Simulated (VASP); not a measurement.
# SnO2 (I4_1/amd) in VASP: notebook

Runs on SnO2. Level: r2SCAN. Tasks: single point.

All numbers are computed with VASP 6.6.1; they aren't measurements. Logs are shortened: lines on timing, memory, paths and dates and some standing lists are left out, and cuts for length are marked.

### 1 The cell of the first run

It takes space group I4_1/amd (No. 141, tetragonal). The conventional cell has a = 3.999 Å, b = 3.999 Å, c = 10.204 Å, α = 90.00°, β = 90.00°, γ = 90.00°. Sn (site symmetry -4m2) has 6 O at 2.05 to 2.08 Å within 2.7 Å. O (site symmetry 2mm) has 3 Sn at 2.05 to 2.08 Å and 2 O at 2.56 Å within 2.7 Å.

### 2 Single point, r2SCAN

Contents of POSCAR:

```
SnO2
1.0
   -1.9995434675      1.9995434675      5.1020851542
    1.9995434675     -1.9995434675      5.1020851542
    1.9995434675      1.9995434675     -5.1020851542
Sn O
2 4
Direct
    0.7500000000      0.2500000000      0.5000000000
    0.0000000000      0.0000000000      0.0000000000
    0.7963663279      0.7963663279      0.0000000000
    0.9536336721      0.4536336721      0.5000000000
    0.2036336721      0.2036336721      0.0000000000
    0.5463663279      0.0463663279      0.5000000000
```

Contents of INCAR.step1:

```
SYSTEM = SnO2
PREC = Accurate ; ENCUT = 520
ISMEAR = 0 ; SIGMA = 0.05
LREAL = .False. ; LASPH = .True.
NELM = 60 ; NBANDS = 35
GGA = PE ; ALGO = Normal
EDIFF = 1E-4 ; LWAVE = .True.
LCHARG = .False.
```

Contents of INCAR.step2:

```
SYSTEM = SnO2
PREC = Accurate ; ENCUT = 520
EDIFF = 1E-6 ; ISMEAR = 0
SIGMA = 0.05 ; LREAL = .False.
LASPH = .True. ; NELM = 60
ALGO = Normal ; ISIF = 2
LWAVE = .False. ; LCHARG = .True.
METAGGA = R2SCAN ; LMIXTAU = .True.
LELF = .True. ; LVHAR = .True.
NBANDS = 35 ; ISTART = 1
```

Contents of KPOINTS:

```
Automatic mesh
0
Gamma
  8 8 8
  0 0 0
```

Potentials or basis: VASP PAW PBE potentials, release 64 (Sn_d, O).

Launch:

```console
cat potpaw_PBE.64/Sn_d/POTCAR potpaw_PBE.64/O/POTCAR > POTCAR
cp INCAR.step1 INCAR
mpirun -np 1 vasp_std > vasp.out
cp INCAR.step2 INCAR
mpirun -np 1 vasp_std > vasp.out
```

OUTCAR:

```text
SYSTEM = SnO2
   PREC = Accurate
   ENCUT = 520
   EDIFF = 1E-6
   ISMEAR = 0
   LREAL = .False.
   LASPH = .True.
   NELM = 60
   ISIF = 2
   METAGGA = R2SCAN
   ISTART = 1

 ion  position               nearest neighbor table
   1  0.750  0.250  0.500-   3 2.05   5 2.05   3 2.05   5 2.05   4 2.08   6 2.08   2 3.24   2 3.24
                             2 3.24   2 3.24
   2  0.000  0.000  0.000-   6 2.05   4 2.05   6 2.05   4 2.05   3 2.08   5 2.08   1 3.24   1 3.24
                             1 3.24   1 3.24
   3  0.796  0.796  0.000-   1 2.05   1 2.05   2 2.08
   4  0.954  0.454  0.500-   2 2.05   2 2.05   1 2.08
   5  0.204  0.204  0.000-   1 2.05   1 2.05   2 2.08
   6  0.546  0.046  0.500-   2 2.05   2 2.05   1 2.08

  LATTYP: Found a body centered tetragonal cell.
 ALAT       =     3.9990869350
 C/A-ratio  =     2.5516250270

  Lattice vectors:

 A1 = (  -1.9995434675,   1.9995434675,   5.1020851542)
 A2 = (   1.9995434675,  -1.9995434675,   5.1020851542)
 A3 = (   1.9995434675,   1.9995434675,  -5.1020851542)

Analysis of symmetry for initial positions (statically):
=====================================================================
 Subroutine PRICEL returns:
 Original cell was already a primitive cell.

 Routine SETGRP: Setting up the symmetry group for a
 body centered tetragonal supercell.

 Subroutine GETGRP returns: Found 16 space group operations
 (whereof  8 operations were pure point group operations)
 out of a pool of 16 trial point group operations.

The static configuration has the point symmetry D_2d.
 The point group associated with its full space group is D_4h.

Analysis of symmetry for dynamics (positions and initial velocities):
=====================================================================
 Subroutine PRICEL returns:
 Original cell was already a primitive cell.

 Routine SETGRP: Setting up the symmetry group for a
 body centered tetragonal supercell.

 Subroutine GETGRP returns: Found 16 space group operations
 (whereof  8 operations were pure point group operations)
 out of a pool of 16 trial point group operations.

The dynamic configuration has the point symmetry D_2d.
 The point group associated with its full space group is D_4h.

 Subroutine INISYM returns: Found 16 space group operations
 (whereof  8 operations are pure point group operations),
 and found     1 'primitive' translations

----------------------------------------------------------------------------------------

                                     Primitive cell

  volume of cell :      81.5961

  direct lattice vectors                    reciprocal lattice vectors
    -1.999543467  1.999543467  5.102085154     0.000000000  0.250057080  0.097999148
     1.999543467 -1.999543467  5.102085154     0.250057080  0.000000000  0.097999148
     1.999543467  1.999543467 -5.102085154     0.250057080  0.250057080  0.000000000

  length of vectors
     5.833319902  5.833319902  5.833319902     0.268574712  0.268574712  0.353634113

  position of ions in fractional coordinates (direct lattice)
     0.750000000  0.250000000  0.500000000
     0.000000000  0.000000000  0.000000000
     0.796366328  0.796366328  0.000000000
     0.953633672  0.453633672  0.500000000
     0.203633672  0.203633672  0.000000000
     0.546366328  0.046366328  0.500000000

  ion indices of the primitive-cell ions
   primitive index   ion index
                 1           1
                 2           2
                 3           3
                 4           4
                 5           5
                 6           6

----------------------------------------------------------------------------------------

 KPOINTS: Automatic mesh

Automatic generation of k-mesh.
 Grid dimensions read from file:
 generate k-points for:    8    8    8

 Generating k-lattice:

  Cartesian coordinates                     Fractional coordinates (reciprocal lattice)
     0.000000000  0.031257135  0.012249894     0.125000000  0.000000000 -0.000000000
     0.031257135  0.000000000  0.012249894     0.000000000  0.125000000 -0.000000000
     0.031257135  0.031257135  0.000000000     0.000000000  0.000000000  0.125000000

  Length of vectors
     0.033571839  0.033571839  0.044204264

  Shift w.r.t. Gamma in fractional coordinates (k-lattice)
     0.000000000  0.000000000  0.000000000

 Subroutine IBZKPT returns following result:
 ===========================================

 Found     59 irreducible k-points:

 Following reciprocal coordinates:
            Coordinates               Weight
  0.000000  0.000000  0.000000      1.000000
  0.125000  0.000000  0.000000      8.000000
  0.250000  0.000000  0.000000      8.000000
  0.375000  0.000000 -0.000000      8.000000
  0.500000  0.000000  0.000000      4.000000
  0.125000  0.125000  0.000000      8.000000
[... 16 lines left out ...]
  0.250000  0.125000  0.125000     16.000000
  0.375000  0.125000  0.125000      8.000000
 [... further k-points ...]
   k-points           NKPTS =     59   k-points in BZ     NKDIM =     59   number of bands    NBANDS=     35
   number of dos      NEDOS =    301   number of ions     NIONS =      6
   total plane-waves  NPLWV = 110592
   dimension x,y,z NGX =    48 NGY =   48 NGZ =   48
   dimension x,y,z NGXF=    96 NGYF=   96 NGZF=   96
   ions per type =               2   4
   NGX,Y,Z   is equivalent  to a cutoff of  13.68, 13.68, 13.68 a.u.
   NGXF,Y,Z  is equivalent  to a cutoff of  27.36, 27.36, 27.36 a.u.
 SYSTEM =  SnO2
   PREC   = accura    normal or accurate (medium, high low for compatibility)
   ISTART =      1    job   : 0-new  1-cont  2-samecut
   ICHARG =      0    charge: 1-file 2-atom 10-const
   ISPIN  =      1    spin polarized calculation?
   LNONCOLLINEAR =      F non collinear calculations
   LSORBIT =      F    spin-orbit coupling
   LASPH  =      T    aspherical Exc in radial PAW
   ENCUT  =  520.0 eV  38.22 Ry    6.18 a.u.  10.85 10.85 10.85*2*pi/ulx,y,z
   NELM   =     60;   NELMIN=  2; NELMDL=  0     # of ELM steps
   EDIFF  = 0.1E-05   stopping-criterion for ELM
   LREAL  =      F    real-space projection
   EDIFFG = 0.1E-04   stopping-criterion for IOM
   NSW    =      0    number of steps for IOM
   IBRION =     -1    ionic relax: 0-MD 1-quasi-New 2-CG
   NFREE  =      0    steps in history (QN), initial steepest desc. (CG)
   ISIF   =      2    stress and relaxation
   ISYM   =      2    0-nonsym 1-usesym 2-fastsym
   POTIM  = 0.5000    time-step for ionic-motion
   TEBEG  =    0.0;   TEEND  =   0.0 temperature during run
   PSTRESS=    0.0 pullay stress
   NELECT =      52.0000    total number of electrons
   NUPDOWN=      -1.0000    fix difference up-down
   EMIN   =  10.00;   EMAX   =-10.00  energy-range for DOS
   EFERMI =   0.00;   METHOD = LEGACY
   ISMEAR =     0;   SIGMA  =   0.05  broadening in eV -4-tet -1-fermi 0-gaus
   EFERMI_NEDOS =   21; number of points for ismear=-14 and -15
   IALGO  =     38    algorithm
   IMIX   =      4    mixing-type and parameters
     AMIX     =   0.40;   BMIX     =  1.00
     AMIX_MAG =   1.60;   BMIX_MAG =  1.00
  volume/ion in A,a.u.               =      13.60        91.77
  Fermi-wavevector in a.u.,A,eV,Ry     =   1.408811  2.662267 27.004152  1.984749
  Thomas-Fermi vector in A             =   2.530931
   LORBIT       =      0    0 simple, 1 ext, 2 COOP (PROOUT), +10 PAW based schemes
   METAGGA = R2SCAN    functional components
   LHFCALC =     F    Hartree Fock is set to
   AEXX    =    0.0000 exact exchange contribution
   IVDW    =     0    specifies the selected vdW correction
   LEPSILON=     F    determine dielectric tensor
   LRPA    =     F    only Hartree local field effects (RPA)
 non-spin polarized calculation
 Gauss-broadening in eV      SIGMA  =   0.05
  energy-cutoff  :      520.00
  volume of cell :       81.60
 maximum number of plane-waves:      2242
 NGX is ok and might be reduce to    48
   NGX = 21   NGY = 21   NGZ = 21

 number of electron      52.0000004 magnetization

 Free energy of the ion-electron system (eV)
  ---------------------------------------------------
  ext. energy  EPLUGINS =         0.00000000
  ---------------------------------------------------
  free energy    TOTEN  =       -84.10615448 eV

  energy without entropy =      -84.10615448  energy(sigma->0) =      -84.10615448

 E-fermi :   3.9729     XC(G=0): -11.0737

 val. band max:        3.6648174702   @ k =   0.2500   0.2500   0.2500
 cond. band min:       6.0196519603   @ k =   0.0000   0.0000   0.0000
 fundamental gap:      2.3548344901
 Fermi energy:         3.9728926200

 k-point     1 :       0.0000    0.0000    0.0000
  band No.  band energies     occupation
      1     -17.3889      2.00000
      2     -17.3571      2.00000
      3     -17.1948      2.00000
      4     -16.5117      2.00000
      5     -16.3395      2.00000
      6     -16.3395      2.00000
[... 27 lines left out ...]
     34      16.8028      0.00000
     35      17.1264      0.00000

 k-point     2 :       0.1250    0.0000    0.0000
  band No.  band energies     occupation
      1     -17.4120      2.00000
      2     -17.2733      2.00000
      3     -17.1691      2.00000
      4     -16.5202      2.00000
      5     -16.3431      2.00000
      6     -16.3373      2.00000
[... 27 lines left out ...]
     34      16.3600      0.00000
     35      16.8492      0.00000

 k-point     3 :       0.2500    0.0000    0.0000
  band No.  band energies     occupation
      1     -17.4096      2.00000
      2     -17.1911      2.00000
      3     -17.0369      2.00000
      4     -16.5414      2.00000
      5     -16.3513      2.00000
      6     -16.3350      2.00000
[... 27 lines left out ...]
     34      16.1427      0.00000
     35      16.3212      0.00000
[... 723 lines left out ...]
 k-point    23 :       0.2500    0.1250    0.1250
  band No.  band energies     occupation
      1     -17.2439      2.00000
      2     -16.9891      2.00000
      3     -16.8099      2.00000
      4     -16.5568      2.00000
      5     -16.4008      2.00000
      6     -16.2872      2.00000
[... 27 lines left out ...]
     34      15.8219      0.00000
     35      16.6807      0.00000

 k-point    24 :       0.3750    0.1250    0.1250
  band No.  band energies     occupation
      1     -17.2293      2.00000
      2     -16.9822      2.00000
      3     -16.7292      2.00000
      4     -16.5352      2.00000
      5     -16.4154      2.00000
      6     -16.2765      2.00000
[... 27 lines left out ...]
     34      15.8332      0.00000
     35      17.5417      0.00000

 [... further k-points ...]

------------------------ aborting loop because EDIFF is reached ----------------------------------------

  FORCE on cell =-STRESS in cart. coord.  units (eV):
  Direction    XX          YY          ZZ          XY          YZ          ZX
  --------------------------------------------------------------------------------------
  -------------------------------------------------------------------------------------
  Total        0.4430520      0.4430520      0.6619698      0.0000000      0.0000000      0.0000000
  in kB        8.6995312      8.6995312     12.9980843      0.0000000      0.0000000      0.0000000
  external PRESSURE =      10.1323823 kB  Pullay stress =       0.0000000 kB

 VOLUME and BASIS-vectors are now :
 -----------------------------------------------------------------------------
  energy-cutoff  :      520.00
  volume of cell :       81.60
      direct lattice vectors                 reciprocal lattice vectors
    -1.999543467  1.999543467  5.102085154     0.000000000  0.250057080  0.097999148
     1.999543467 -1.999543467  5.102085154     0.250057080  0.000000000  0.097999148
     1.999543467  1.999543467 -5.102085154     0.250057080  0.250057080  0.000000000

 POSITION                                       TOTAL-FORCE (eV/Angst)
 -----------------------------------------------------------------------------------
     -0.00000      1.99954      2.55104         0.000000      0.000000      0.000000
      0.00000      0.00000      0.00000         0.000000      0.000000     -0.000000
      0.00000      0.00000      8.12626        -0.000000      0.000000     -0.043750
      0.00000      1.99954      4.62896         0.000000     -0.000000      0.043750
      0.00000      0.00000      2.07791        -0.000000      0.000000      0.043750
      0.00000      1.99954      0.47313         0.000000     -0.000000     -0.043750
 -----------------------------------------------------------------------------------
    total drift:                                0.000000     -0.000000     -0.000000

  FREE ENERGIE OF THE ION-ELECTRON SYSTEM (eV)
  ---------------------------------------------------
  free  energy   TOTEN  =       -84.1061544831 eV

  energy  without entropy=      -84.1061544831  energy(sigma->0) =      -84.10615448
```

Wall time 23 min (1 thread of Intel Xeon Platinum 8259CL at 2.50GHz (Skylake/Cascade Lake), shared host); peak memory 0.42 GiB.

Results:

* Free energy: -84.1062 eV
* Pressure: 1.0 GPa
* Largest force: 0.044 eV/Å
* Band gap on the k mesh: 2.35 eV (least direct gap 2.77 eV)

Forces in eV/Å, atoms in the order of the input:
```
Sn   0.000  0.000  0.000
Sn   0.000  0.000  0.000
O    0.000  0.000 -0.044
O    0.000  0.000  0.044
O    0.000  0.000  0.044
O    0.000  0.000 -0.044
```

Stress tensor (GPa, compression positive):
```
0.87 0.00 0.00
0.00 0.87 0.00
0.00 0.00 1.30
```

Caveat: the PAW data sets were made with another functional, which shifts forces and pressure a little; spin-orbit coupling is left out, which moves the levels of the heavy elements. A k mesh can miss the band edges.

### 3 Single point, r2SCAN (14.01 Å³/atom)

This run uses another cell than the first one, of 14.01 Å³/atom.

Contents of POSCAR:

```
SnO2
1.0
   -2.0164970790      2.0164970790      5.1671543172
    2.0164970790     -2.0164970790      5.1671543172
    2.0164970790      2.0164970790     -5.1671543172
Sn O
2 4
Direct
    0.7500000000      0.2500000000      0.5000000000
    0.0000000000      0.0000000000      0.0000000000
    0.7978657053      0.7978657053      0.0000000000
    0.9521342947      0.4521342947      0.5000000000
    0.2021342947      0.2021342947      0.0000000000
    0.5478657053      0.0478657053      0.5000000000
```

Contents of INCAR.step1:

```
PREC     = Accurate       # precision mode
ENCUT    = 520            # plane-wave cutoff, eV
ISMEAR   = 0              # smearing method
SIGMA    = 0.02           # smearing width, eV
LREAL    = False          # projectors in reciprocal space
LASPH    = True           # aspherical terms in the spheres
NELM     = 60             # most SCF steps
NBANDS   = 35             # bands
GGA      = PE             # functional
ALGO     = Normal         # electronic algorithm
EDIFF    = 1E-4           # SCF threshold, eV
LWAVE    = True           # write WAVECAR
LCHARG   = False          # write CHGCAR
```

Contents of INCAR.step2:

```
PREC     = Accurate       # precision mode
ENCUT    = 520            # plane-wave cutoff, eV
EDIFF    = 1E-6           # SCF threshold, eV
ISMEAR   = 0              # smearing method
SIGMA    = 0.02           # smearing width, eV
LREAL    = False          # projectors in reciprocal space
LASPH    = True           # aspherical terms in the spheres
NELM     = 60             # most SCF steps
ALGO     = Normal         # electronic algorithm
ISIF     = 2              # what is computed and relaxed
LWAVE    = False          # write WAVECAR
LCHARG   = False          # write CHGCAR
METAGGA  = R2SCAN         # meta-GGA
LMIXTAU  = True         
NBANDS   = 35             # bands
ISTART   = 1
```

Contents of KPOINTS:

```
regular mesh
0
Gamma
  10 10 10
```

Potentials or basis: VASP PAW PBE potentials, release 64 (Sn_d, O).

Launch:

```console
cat potpaw_PBE.64/Sn_d/POTCAR potpaw_PBE.64/O/POTCAR > POTCAR
cp INCAR.step1 INCAR
mpirun -np 1 vasp_std > vasp.out
cp INCAR.step2 INCAR
mpirun -np 1 vasp_std > vasp.out
```

Run time: 18 min. Hardware: 1 thread of Intel Xeon 6975P-C (Granite Rapids), shared host; peak memory 0.49 GiB.

The run converged. Its results:

```yaml
Free_energy: -84.0869 eV
Pressure: -3.7 GPa
Largest_force: 0.044 eV/Å
Band_gap_on_the_k_mesh: 2.09 eV (least direct gap 2.44 eV)
```

Forces in eV/Å, atoms in the order of the input:
```
Sn   0.000  0.000  0.000
Sn   0.000  0.000  0.000
O    0.000  0.000 -0.044
O    0.000  0.000  0.044
O    0.000  0.000  0.044
O    0.000  0.000 -0.044
```

Stress tensor (GPa, compression positive):
```
-3.81  0.00  0.00
 0.00 -3.81  0.00
 0.00  0.00 -3.38
```

Levels at points of the mesh, in eV from the valence-band top:
```tsv
k point	band 23	band 24	band 25	band 26	band 27	band 28	band 29	band 30
(0.00, 0.00, 0.00)	-0.63	-0.63	-0.35	-0.35	2.09	6.19	9.85	10.43
(0.50, 0.00, 0.00)	-0.75	-0.74	-0.52	-0.33	5.45	6.84	8.49	9.26
(0.50, 0.50, 0.00)	-0.74	-0.74	-0.04	-0.04	7.88	7.88	8.36	8.36
(0.50, 0.50, 0.50)	-1.01	-1.01	-0.25	-0.25	4.80	4.80	8.20	8.20
```

Caveat: the cell stands under tension; the PAW data sets were made with another functional, which shifts forces and pressure a little; spin-orbit coupling is left out, which moves the levels of the heavy elements.

(Part 1 of 2 ends here.)
